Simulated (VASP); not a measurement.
A run of VASP 6.6.1 is set up as follows.

Contents of INCAR:

```
  ALGO = Normal
  EDIFF = 1E-6
  EDIFFG = -0.05
  ENCUT = 600
  IBRION = 2
  ISIF = 3
  ISMEAR = 0
  LASPH = True
  LCHARG = False
  LREAL = False
  LWAVE = False
  NELM = 80
  NSW = 100
  PREC = Accurate
  SIGMA = 0.1
```

File KPOINTS:

```
k-points
0
Gamma
  6 6 4
```

File POSCAR:

```
TiO2
1.0
    2.7060340000     -2.7066550000      0.0000000000
    2.7060340000      2.7066550000      0.0000000000
   -2.6335310000      0.0000000000      4.7966370000
Ti O
2 4
Direct
    0.1341100000      0.8658900000      0.2500000000
    0.8658900000      0.1341100000      0.7500000000
    0.3312210000      0.0887550000      0.6671490000
    0.6687790000      0.9112450000      0.3328510000
    0.9112450000      0.6687790000      0.8328510000
    0.0887550000      0.3312210000      0.1671490000
```

Potentials or basis: VASP PAW LDA potentials, release 64 (Ti_sv, O).

The run is started by

```console
$ cat potpaw_LDA.64/Ti_sv/POTCAR potpaw_LDA.64/O/POTCAR > POTCAR
$ mpirun -np 1 vasp_std > vasp.out
```

Question: Estimate the space group after relaxing (to 0.1 Å).

Answer: I4_1/amd (No. 141).

Question: What does it give for the relaxed cell?

Answer: a = 3.747 Å, b = 3.747 Å, c = 5.388 Å, α = 109.86°, β = 109.86°, γ = 89.98°.

Question: What does it give for the band gap on the k mesh?

Answer: 2.09 eV (least direct gap 2.40 eV).

Step by step:
```tsv
step	energy change (eV)	largest force (eV/Å)	pressure (GPa)	volume (Å³)
1	0.0000	0.3156	-12.12	70.26
2	0.1539	0.8424	21.24	61.64
3	-0.1569	0.1333	-0.32	66.50
4	-0.1569	0.1348	-0.10	66.43
5	-0.1605	0.1074	0.02	66.27
6	-0.1605	0.1072	0.08	66.28
7	-0.1616	0.0747	0.04	66.29
8	-0.1625	0.0598	-0.01	66.32
9	-0.1635	0.0221	-0.02	66.33
```

Caveat: the relaxation stopped at a loose force limit of 0.05 eV/Å, so its end isn't a converged minimum. A k mesh can miss the band edges.
